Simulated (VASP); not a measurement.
Wanted: the native input for a VASP 6.6.1 run.

```
Task                   : single point
Functional             : BLYP
Potentials or basis    : VASP PAW PBE potentials, release 64 (Co)
Cutoff                 : 520 eV
k mesh                 : 16 × 16 × 11
Occupations            : fermi-dirac, width 0.1 eV
Spin                   : no spin polarisation
Dipole correction      : no
Further INCAR settings : ALGO = Normal; EDIFF = 1e-06; NBANDS = 16
```

The structure of Co lies in POSCAR:

```
Co
1.0
   -2.2694007593      2.2694188103      1.2915546026
    2.2694188103     -2.2694007593      1.2915546026
    2.2703553565      2.2703553565     -1.2915215422
Co
2
Direct
    0.0000023959      0.9999976041      1.0000000000
    0.7499976041      0.2500023959      0.5000000000
```

The input as run:

INCAR

```
PREC = Accurate
ENCUT = 520
EDIFF = 1E-6
ISMEAR = -1
SIGMA = 0.1
LREAL = F
LASPH = T
NELM = 60
ALGO = Normal
ISIF = 2
LWAVE = F
LCHARG = F
GGA = B5
ALDAX = 1.0
AGGAX = 1.0
AGGAC = 1.0
ALDAC = 0.0
NBANDS = 16
```

KPOINTS

```
regular mesh
0
Gamma
  16 16 11
```

Potentials or basis: VASP PAW PBE potentials, release 64 (Co).

The run is started by

```bash
$ cat potpaw_PBE.64/Co/POTCAR > POTCAR
$ mpirun -np 1 vasp_std > vasp.out
```

It gave:

```
Pressure               : -15.4 GPa
Band gap on the k mesh : zero (bands 9 and 10 overlap by 1.02 eV)
```

Caveat: the cell stands under tension; the PAW data sets were made with another functional, which shifts forces and pressure a little; the run has no spin polarisation, though such a crystal can be magnetic.

It took 8.2 min on 1 thread of Intel Xeon 8259CL, with other jobs on the host, peak memory 0.39 GiB.
